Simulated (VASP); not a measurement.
SiC, 12 atoms in the cell. The typed cell holds 12 atoms: a = 4.380 Å, b = 3.097 Å, c = 9.535 Å, α = 97.46°, β = 79.41°, γ = 90.00°.  This cell differs from its parent crystal: the part above a cut slid along it.

* Program: VASP 6.6.1
* Task: single point
* Functional: PBE
* Potentials or basis: VASP PAW PBE potentials, release 64 (Si, C)
* Cutoff: 520 eV
* k mesh: 6 × 9 × 3
* Occupations: gaussian, width 0.05 eV
* Spin: no spin polarisation
* Dipole correction: no
* Further INCAR settings: ALGO = Normal; EDIFF = 1e-06; NBANDS = 36

Potentials or basis: VASP PAW PBE potentials, release 64 (Si, C).

Launch:

```console
$ cat potpaw_PBE.64/Si/POTCAR potpaw_PBE.64/C/POTCAR > POTCAR
$ mpirun -np 1 vasp_std > vasp.out
```

Hardware: 1 thread of Oxide Virtual Turin-like Processor, with other jobs on the host.

Q: How long does it take, and how much memory?

A: Run time: 10 min on 1 thread of Oxide Virtual Turin-like Processor, with other jobs on the host, peak memory 0.36 GiB. Counts: scf iterations 14, k points 82.
